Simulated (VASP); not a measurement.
Set up this calculation in VASP 6.6.1, as the native input.

| Quantity | Value |
| --- | --- |
| Task | electric field gradients |
| Functional | LDA |
| Potentials or basis | VASP PAW LDA potentials, release 64 (Ti_sv, B) |
| Cutoff | 520 eV |
| k mesh | 13 × 13 × 13 |
| Occupations | fermi-dirac, width 0.05 eV |
| Spin | no spin polarisation |
| Dipole correction | no |
| Further INCAR settings | ALGO = Normal; EDIFF = 1e-08; NBANDS = 14 |

The structure of TiB lies in POSCAR:

```
TiB
1.0
    0.0000000000      2.1010000000      2.1010000000
    2.1010000000      0.0000000000      2.1010000000
    2.1010000000      2.1010000000      0.0000000000
Ti B
1 1
Direct
    0.7500000000      0.7500000000      0.7500000000
    0.0000000000      0.0000000000      0.0000000000
```

These files were run (other wordings do the same):

INCAR

```
PREC     = Accurate       # precision mode
ENCUT    = 520            # plane-wave cutoff, eV
EDIFF    = 1E-8           # SCF threshold, eV
ISMEAR   = -1             # smearing method
SIGMA    = 0.05           # smearing width, eV
LREAL    = F              # projectors in reciprocal space
LASPH    = T              # aspherical terms in the spheres
NELM     = 100            # most SCF steps
ALGO     = Normal         # electronic algorithm
ISIF     = 2              # what is computed and relaxed
LWAVE    = F              # write WAVECAR
LCHARG   = F              # write CHGCAR
LEFG     = T            
NBANDS   = 14             # bands
```

KPOINTS

```
regular mesh
0
Gamma
  13 13 13
```

Potentials or basis: VASP PAW LDA potentials, release 64 (Ti_sv, B).

Launch:

```bash
$ cat potpaw_LDA.64/Ti_sv/POTCAR potpaw_LDA.64/B/POTCAR > POTCAR
$ mpirun -np 1 vasp_std > vasp.out
```

It gave:

```
Pressure : 105.5 GPa
```

Caveat: without QUAD_EFG the Cq values of the log hold for a quadrupole moment of 1 mb, not for the nuclei.

Wall time 13 s on 1 thread of Intel(R) Xeon(R) Platinum 8375C CPU @ 2.90GHz (Ice Lake), on a shared host, peak memory 0.14 GiB.
